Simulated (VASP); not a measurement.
# Al in VASP: a series of runs

Al is run at these levels: PBE+D3(BJ); tasks: single point.

Program: VASP 6.6.1. These are calculated values, not measurements. Logs are shortened: lines on timing, memory, paths and dates and some standing lists are left out, and cuts for length are marked.

### 1 The cell of the first run

The cell holds a slab with vacuum, 12 atoms: a = 5.728 Å, b = 5.728 Å, c = 17.677 Å, α = 90.00°, β = 90.00°, γ = 60.00°.

### 2 Single point, PBE+D3(BJ)

The input, INCAR:

```
PREC = Accurate
ENCUT = 520
EDIFF = 1E-6
ISMEAR = -1
SIGMA = 0.1
LREAL = False
LASPH = True
NELM = 60
ALGO = Normal
ISIF = 2
LWAVE = False
LCHARG = True
GGA = PE
IVDW = 12
LELF = True
LVHAR = True
NBANDS = 30
```

The input, KPOINTS:

```
regular mesh
0
Gamma
  3 3 1
```

The input, POSCAR:

```
Al
1.0
    5.7275650000      0.0000000000      0.0000000000
    2.8637820000      4.9602170000      0.0000000000
    0.0000000000      0.0000000000     17.6765370000
Al
12
Direct
    0.1666684945      0.1666660955      0.0565721668
    0.6666715499      0.1666660955      0.0565721668
    0.1666709227      0.6666643818      0.0565721668
    0.6666739781      0.6666643818      0.0565721668
   -0.1580602514      0.4105062339      0.1986984215
    0.3131922611      0.3457913232      0.1771557404
   -0.1642406954      0.8929448046      0.2028338469
    0.2954763944      0.8811912866      0.1762788718
   -0.1112937806      0.1434614655      0.3369890833
    0.3804999583      0.1489854174      0.3230553586
   -0.1347957730      0.6598098430      0.3342057327
    0.3817480294      0.5981996352      0.3186653585
```

Potentials or basis: VASP PAW PBE potentials, release 64 (Al).

On the command line:

```
$ cat potpaw_PBE.64/Al/POTCAR > POTCAR
$ mpirun -np 1 vasp_std > vasp.out
```

OUTCAR:

```text
PREC = Accurate
   ENCUT = 520
   EDIFF = 1E-6
   ISMEAR = -1
   LREAL = False
   LASPH = True
   NELM = 60
   ISIF = 2
   GGA = PE
   IVDW = 12
 IVDW          = 12

 ion  position               nearest neighbor table
   1  0.167  0.167  0.057-   8 2.55   6 2.68   4 2.86   2 2.86   3 2.86   3 2.86   2 2.86   4 2.86
                             5 3.02
   2  0.667  0.167  0.057-   6 2.76   1 2.86   3 2.86   4 2.86   4 2.86   3 2.86   1 2.86   7 2.93
                             5 3.27
   3  0.167  0.667  0.057-   6 2.66   8 2.73   4 2.86   2 2.86   1 2.86   1 2.86   2 2.86   4 2.86
                             7 3.08
   4  0.667  0.667  0.057-   8 2.81   5 2.83   1 2.86   3 2.86   2 2.86   2 2.86   3 2.86   1 2.86
                             7 3.25
   5  0.842  0.411  0.199-   6 2.56   7 2.75   9 2.82  11 2.83   4 2.83   8 2.87   8 2.96   7 2.98
                             1 3.02  12 3.13   6 3.25   2 3.27
   6  0.313  0.346  0.177-   5 2.56   3 2.66   1 2.68   8 2.71   2 2.76  10 2.76   7 2.85   7 2.99
                            12 3.01   8 3.02   5 3.25
   7  0.836  0.893  0.203-  11 2.64   8 2.64   5 2.75   6 2.85   9 2.87   2 2.93   5 2.98   6 2.99
                             3 3.08  10 3.11   8 3.16   4 3.25
   8  0.295  0.881  0.176-   1 2.55   7 2.64   6 2.71   3 2.73   4 2.81   5 2.87  12 2.90   5 2.96
                             6 3.02   7 3.16  10 3.17
   9  0.889  0.143  0.337-  12 2.79   5 2.82  11 2.84  10 2.84   7 2.87  11 2.89  10 2.91  12 3.00

  10  0.380  0.149  0.323-  12 2.58   6 2.76  11 2.80   9 2.84   9 2.91  11 2.95   7 3.11  12 3.15
                             8 3.17
  11  0.865  0.660  0.334-   7 2.64  10 2.80  12 2.81   5 2.83   9 2.84   9 2.89  10 2.95  12 2.97

  12  0.382  0.598  0.319-  10 2.58   9 2.79  11 2.81   8 2.90  11 2.97   9 3.00   6 3.01   5 3.13
                            10 3.15

  LATTYP: Found a hexagonal cell.
 ALAT       =     5.7275649303
 C/A-ratio  =     3.0862220185

  Lattice vectors:

 A1 = (  -2.8637820000,  -4.9602170000,   0.0000000000)
 A2 = (   5.7275650000,   0.0000000000,   0.0000000000)
 A3 = (   0.0000000000,   0.0000000000,  17.6765370000)

Analysis of symmetry for initial positions (statically):
=====================================================================
 Subroutine PRICEL returns:
 Original cell was already a primitive cell.

 Routine SETGRP: Setting up the symmetry group for a
 hexagonal supercell.

 Subroutine GETGRP returns: Found  1 space group operations
 (whereof  1 operations were pure point group operations)
 out of a pool of 24 trial point group operations.

The static configuration has the point symmetry C_1 .

Analysis of symmetry for dynamics (positions and initial velocities):
=====================================================================
 Subroutine PRICEL returns:
 Original cell was already a primitive cell.

 Routine SETGRP: Setting up the symmetry group for a
 hexagonal supercell.

 Subroutine GETGRP returns: Found  1 space group operations
 (whereof  1 operations were pure point group operations)
 out of a pool of 24 trial point group operations.

The dynamic configuration has the point symmetry C_1 .

 Subroutine INISYM returns: Found  1 space group operations
 (whereof  1 operations are pure point group operations),
 and found     1 'primitive' translations

----------------------------------------------------------------------------------------

                                     Primitive cell

  volume of cell :     502.1898

  direct lattice vectors                    reciprocal lattice vectors
     5.727565000  0.000000000  0.000000000     0.174594265 -0.100802024  0.000000000
     2.863782000  4.960217000  0.000000000     0.000000000  0.201604083  0.000000000
     0.000000000  0.000000000 17.676537000     0.000000000  0.000000000  0.056572167

  length of vectors
     5.727565000  5.727564930 17.676537000     0.201604081  0.201604083  0.056572167

  position of ions in fractional coordinates (direct lattice)
     0.166668495  0.166666095  0.056572167
     0.666671550  0.166666095  0.056572167
     0.166670923  0.666664382  0.056572167
     0.666673978  0.666664382  0.056572167
     0.841939749  0.410506234  0.198698421
     0.313192261  0.345791323  0.177155740
     0.835759305  0.892944805  0.202833847
     0.295476394  0.881191287  0.176278872
     0.888706219  0.143461466  0.336989083
     0.380499958  0.148985417  0.323055359
     0.865204227  0.659809843  0.334205733
     0.381748029  0.598199635  0.318665358

  ion indices of the primitive-cell ions
   primitive index   ion index
                 1           1
                 2           2
                 3           3
                 4           4
                 5           5
                 6           6
                 7           7
                 8           8
                 9           9
                10          10
                11          11
                12          12

----------------------------------------------------------------------------------------

 KPOINTS: regular mesh

Automatic generation of k-mesh.
 Grid dimensions read from file:
 generate k-points for:    3    3    1

 Generating k-lattice:

  Cartesian coordinates                     Fractional coordinates (reciprocal lattice)
     0.058198088 -0.033600675  0.000000000     0.333333333  0.000000000  0.000000000
     0.000000000  0.067201361  0.000000000     0.000000000  0.333333333  0.000000000
     0.000000000  0.000000000  0.056572167     0.000000000  0.000000000  1.000000000

  Length of vectors
     0.067201360  0.067201361  0.056572167

  Shift w.r.t. Gamma in fractional coordinates (k-lattice)
     0.000000000  0.000000000  0.000000000

 Subroutine IBZKPT returns following result:
 ===========================================

 Found      5 irreducible k-points:

 Following reciprocal coordinates:
            Coordinates               Weight
  0.000000  0.000000  0.000000      1.000000
  0.333333  0.000000  0.000000      2.000000
  0.333333  0.333333  0.000000      2.000000
  0.000000  0.333333  0.000000      2.000000
 -0.333333  0.333333  0.000000      2.000000
   k-points           NKPTS =      5   k-points in BZ     NKDIM =      5   number of bands    NBANDS=     30
   number of dos      NEDOS =    301   number of ions     NIONS =     12
   total plane-waves  NPLWV = 322560
   dimension x,y,z NGX =    48 NGY =   48 NGZ =  140
   dimension x,y,z NGXF=    96 NGYF=   96 NGZF=  280
   ions per type =              12
   NGX,Y,Z   is equivalent  to a cutoff of  13.93, 13.93, 13.17 a.u.
   NGXF,Y,Z  is equivalent  to a cutoff of  27.86, 27.86, 26.33 a.u.
 SYSTEM =  unknown system
   PREC   = accura    normal or accurate (medium, high low for compatibility)
   ISTART =      0    job   : 0-new  1-cont  2-samecut
   ICHARG =      2    charge: 1-file 2-atom 10-const
   ISPIN  =      1    spin polarized calculation?
   LNONCOLLINEAR =      F non collinear calculations
   LSORBIT =      F    spin-orbit coupling
   LASPH  =      T    aspherical Exc in radial PAW
   ENCUT  =  520.0 eV  38.22 Ry    6.18 a.u.  10.65 10.65 32.87*2*pi/ulx,y,z
   NELM   =     60;   NELMIN=  2; NELMDL= -5     # of ELM steps
   EDIFF  = 0.1E-05   stopping-criterion for ELM
   LREAL  =      F    real-space projection
   EDIFFG = 0.1E-04   stopping-criterion for IOM
   NSW    =      0    number of steps for IOM
   IBRION =     -1    ionic relax: 0-MD 1-quasi-New 2-CG
   NFREE  =      0    steps in history (QN), initial steepest desc. (CG)
   ISIF   =      2    stress and relaxation
   ISYM   =      2    0-nonsym 1-usesym 2-fastsym
   POTIM  = 0.5000    time-step for ionic-motion
   TEBEG  =    0.0;   TEEND  =   0.0 temperature during run
   PSTRESS=    0.0 pullay stress
   NELECT =      36.0000    total number of electrons
   NUPDOWN=      -1.0000    fix difference up-down
   EMIN   =  10.00;   EMAX   =-10.00  energy-range for DOS
   EFERMI =   0.00;   METHOD = LEGACY
   ISMEAR =    -1;   SIGMA  =   0.10  broadening in eV -4-tet -1-fermi 0-gaus
   EFERMI_NEDOS =   21; number of points for ismear=-14 and -15
   IALGO  =     38    algorithm
   IMIX   =      4    mixing-type and parameters
     AMIX     =   0.40;   BMIX     =  1.00
     AMIX_MAG =   1.60;   BMIX_MAG =  1.00
  volume/ion in A,a.u.               =      41.85       282.41
  Fermi-wavevector in a.u.,A,eV,Ry     =   0.680069  1.285144  6.292612  0.462494
  Thomas-Fermi vector in A             =   1.758452
   LORBIT       =      0    0 simple, 1 ext, 2 COOP (PROOUT), +10 PAW based schemes
   GGA     = PE    functional components
   LHFCALC =     F    Hartree Fock is set to
   AEXX    =    0.0000 exact exchange contribution
   IVDW    =    12    specifies the selected vdW correction
   LEPSILON=     F    determine dielectric tensor
   LRPA    =     F    only Hartree local field effects (RPA)
 non-spin polarized calculation
  energy-cutoff  :      520.00
  volume of cell :      502.19
 maximum number of plane-waves:     13577
 NGX is ok and might be reduce to    42
   NGX = 21   NGY = 21   NGZ = 65

 number of electron      36.0000000 magnetization

 Free energy of the ion-electron system (eV)
  ---------------------------------------------------
  ext. energy  EPLUGINS =         0.00000000
  ---------------------------------------------------
  free energy    TOTEN  =       -41.59831872 eV

  energy without entropy =      -41.38229475  energy(sigma->0) =      -41.49030673

 E-fermi :   0.6104     XC(G=0):  -5.0801

 val. band max:        0.5444776498   @ k =   0.3333   0.0000   0.0000
 cond. band min:       0.7560959870   @ k =   0.0000   0.0000   0.0000
 fundamental gap:      0.2116183373
 Fermi energy:         0.6104255759

 k-point     1 :       0.0000    0.0000    0.0000
  band No.  band energies     occupation
      1      -9.5445      2.00000
      2      -7.9263      2.00000
      3      -5.4750      2.00000
      4      -4.0719      2.00000
      5      -3.8649      2.00000
      6      -3.7392      2.00000
[... 22 lines left out ...]
     29       3.7680      0.00000
     30       3.7776      0.00000

 k-point     2 :       0.3333    0.0000    0.0000
  band No.  band energies     occupation
      1      -8.9014      2.00000
      2      -7.3329      2.00000
      3      -6.7997      2.00000
      4      -5.3200      2.00000
      5      -5.0747      2.00000
      6      -4.8967      2.00000
[... 22 lines left out ...]
     29       4.1778      0.00000
     30       4.2751      0.00000

 k-point     3 :       0.3333    0.3333    0.0000
  band No.  band energies     occupation
      1      -8.8901      2.00000
      2      -7.2971      2.00000
      3      -6.8959      2.00000
      4      -5.3724      2.00000
      5      -5.0370      2.00000
      6      -4.8057      2.00000
[... 22 lines left out ...]
     29       4.2894      0.00000
     30       4.3203      0.00000

 k-point     4 :       0.0000    0.3333    0.0000
  band No.  band energies     occupation
      1      -8.8865      2.00000
      2      -7.2807      2.00000
      3      -6.9210      2.00000
      4      -5.4030      2.00000
      5      -5.0103      2.00000
      6      -4.8660      2.00000
[... 22 lines left out ...]
     29       4.2348      0.00000
     30       4.2814      0.00000

 k-point     5 :      -0.3333    0.3333    0.0000
  band No.  band energies     occupation
      1      -7.8527      2.00000
      2      -7.5316      2.00000
      3      -7.3149      2.00000
      4      -6.0905      2.00000
      5      -5.9207      2.00000
      6      -5.7628      2.00000
[... 22 lines left out ...]
     29       4.2037      0.00000
     30       4.3411      0.00000

------------------------ aborting loop because EDIFF is reached ----------------------------------------

 Edisp (eV)   -2.68487

 E8    (eV) :    -1.2511

  FORCE on cell =-STRESS in cart. coord.  units (eV):
  Direction    XX          YY          ZZ          XY          YZ          ZX
  --------------------------------------------------------------------------------------
  -------------------------------------------------------------------------------------
  Total      -6.50011    -5.63680     0.42844     0.93719    -1.83816    -0.21265
  in kB     -20.73783   -17.98355     1.36688     2.98999    -5.86444    -0.67843
  external pressure =      -12.45 kB  Pullay stress =        0.00 kB

 VOLUME and BASIS-vectors are now :
 -----------------------------------------------------------------------------
  energy-cutoff  :      520.00
  volume of cell :      502.19
      direct lattice vectors                 reciprocal lattice vectors
     5.727565000  0.000000000  0.000000000     0.174594265 -0.100802024  0.000000000
     2.863782000  4.960217000  0.000000000     0.000000000  0.201604083  0.000000000
     0.000000000  0.000000000 17.676537000     0.000000000  0.000000000  0.056572167

 POSITION                                       TOTAL-FORCE (eV/Angst)
 -----------------------------------------------------------------------------------
      1.43190      0.82670      1.00000        -0.142737      0.300212     -0.827251
      4.29570      0.82670      1.00000         0.060544     -0.026939     -0.000356
      2.86380      3.30680      1.00000        -0.093063      0.166566     -0.360267
      5.72760      3.30680      1.00000         0.021550      0.052894      0.010713
      5.99786      2.03620      3.51230        -1.166957     -0.058691      0.293522
      2.78410      1.71520      3.13150         1.174001      0.257919      0.745759
      7.34406      4.42920      3.58540        -0.357783      0.357135     -0.156243
      4.21590      4.37090      3.11600         0.462003     -0.742144      1.062149
      5.50097      0.71160      5.95680         0.105711     -0.136239     -0.397558
      2.60600      0.73900      5.71050        -0.372845     -0.619395     -0.116108
      6.84507      3.27280      5.90760        -0.138094     -0.290873      0.044485
      3.89960      2.96720      5.63290         0.447671      0.739554     -0.298844
 -----------------------------------------------------------------------------------
    total drift:                               -0.000000     -0.000004     -0.000037

  FREE ENERGIE OF THE ION-ELECTRON SYSTEM (eV)
  ---------------------------------------------------
  free  energy   TOTEN  =       -44.2831921832 eV

  energy  without entropy=      -44.0671682139  energy(sigma->0) =      -44.17518020
```

Run time: 2.2 min. Hardware: 1 thread of Intel Xeon Platinum 8488C (Sapphire Rapids), shared host; peak memory 0.62 GiB.

Results:

```yaml
Free_energy: -44.2832 eV
Largest_force: 1.415 eV/Å
Band_gap_on_the_k_mesh: zero (bands 18 and 19 overlap by 0.18 eV)
Dispersion_energy_per_atom: -0.224 eV
```

Forces on the atoms (eV/Å):
```
Al  -0.143  0.300 -0.827
Al   0.061 -0.027  0.000
Al  -0.093  0.167 -0.360
Al   0.022  0.053  0.011
Al  -1.167 -0.059  0.294
Al   1.174  0.258  0.746
Al  -0.358  0.357 -0.156
Al   0.462 -0.742  1.062
Al   0.106 -0.136 -0.398
Al  -0.373 -0.619 -0.116
Al  -0.138 -0.291  0.044
Al   0.448  0.740 -0.299
```

Caveat: the k points lie up to 0.42 Å⁻¹ apart; there is no dipole correction, which matters where the two faces differ.

### 3 Single point, PBE+D3(BJ)

The input, INCAR:

```
  PREC = Accurate
  ENCUT = 520
  EDIFF = 1E-6
  ISMEAR = -1
  SIGMA = 0.1
  LREAL = F
  LASPH = T
  NELM = 100
  ALGO = Normal
  ISIF = 2
  LWAVE = F
  LCHARG = F
  GGA = PE
  IVDW = 12
  NBANDS = 30
```

The input, KPOINTS:

```
Automatic mesh
0
Gamma
  3 3 1
```

The input, POSCAR:

```
Al
1.0
    5.7275650000      0.0000000000      0.0000000000
    2.8637820000      4.9602170000      0.0000000000
    0.0000000000      0.0000000000     17.6765370000
Al
12
Direct
    0.1666684945      0.1666660955      0.0565721668
    0.6666715499      0.1666660955      0.0565721668
    0.1666709227      0.6666643818      0.0565721668
    0.6666739781      0.6666643818      0.0565721668
   -0.1974508369      0.4089740429      0.1963110761
    0.2864157810      0.3669395916      0.1913100965
   -0.1731994488      0.8894570540      0.1873330732
    0.3075996849      0.8891748083      0.2131808962
   -0.0483462665      0.1101363106      0.3469401275
    0.4391962901      0.0915484141      0.3362989029
   -0.0696791934      0.6281176811      0.3449827305
    0.4728815968      0.5762449506      0.3357275240
```

Potentials or basis: VASP PAW PBE potentials, release 64 (Al).

On the command line:

```
$ cat potpaw_PBE.64/Al/POTCAR > POTCAR
$ mpirun -np 1 vasp_std > vasp.out
```

Run time: 1.8 min. Hardware: 1 thread of Intel Xeon Platinum 8488C (Sapphire Rapids), shared host; peak memory 0.6 GiB.

Results (log left out):

- Free energy: -44.4499 eV
- Largest force: 0.911 eV/Å
- Band gap on the k mesh: zero (bands 18 and 19 overlap by 0.48 eV)
- Dispersion energy per atom: -0.218 eV

Forces on the atoms (eV/Å):
```
Al  -0.032  0.052  0.332
Al  -0.026  0.209  0.110
Al  -0.087  0.039  0.257
Al   0.120  0.101  0.190
Al  -0.573 -0.286  0.322
Al   0.863  0.210  0.205
Al  -0.187 -0.005  0.522
Al  -0.186 -0.062 -0.555
Al   0.040 -0.248 -0.562
Al   0.115  0.298 -0.154
Al   0.319 -0.350 -0.576
Al  -0.367  0.041 -0.091
```

Levels at points of the mesh, in eV from the Fermi level:
| k point | band 16 | band 17 | band 18 | band 19 | band 20 | band 21 |
| --- | --- | --- | --- | --- | --- | --- |
| (0.00, 0.00, 0.00) | -2.25 | -0.59 | -0.57 | -0.49 | -0.39 | -0.18 |

Caveat: the k points lie up to 0.42 Å⁻¹ apart; there is no dipole correction, which matters where the two faces differ.

(Part 1 of 2 ends here.)

The gap in the log of VASP goes by the Fermi energy; the results here count the filled bands.